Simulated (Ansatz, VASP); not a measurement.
## One calculation of Na, two programs

```
Na
1.0
    -2.12083    2.12083    2.02052
     2.12083   -2.12083    2.02052
     2.12083    2.12083   -2.02052
Na
1
Direct
  0.00000 0.00000 0.00000
```

Alike in both runs: functional PBEsol; k mesh 14 × 14 × 14; occupations gaussian, width 0.1 eV; no spin polarisation.

Ansatz relaxed the structure, and its values are those at the end. VASP's run is a single point on that final structure, the one shown.

|  | VASP | Ansatz |
| --- | --- | --- |
| version | VASP 6.6.1 | Ansatz 0.2.0 |
| potentials or method | VASP PAW PBE potentials, release 64 (Na_pv), cutoff 520 eV | scalar-relativistic, plane waves, PAW |
| valence electrons in the cell | 7 | 9 |

|  | VASP | Ansatz | Ansatz less VASP |
| --- | --- | --- | --- |
| gap on the k mesh at the Fermi level (eV) | none | none | - |
| pressure (GPa) | 0.0 | 0.0 | 0.00 |

VASP's potentials were made for PBE, not for PBEsol. A gap of «none» marks a metal or a gap that the smearing closes. VASP's potentials hold 7 valence electrons a cell and Ansatz's 9, so a difference there can come from the potentials and not from the codes.
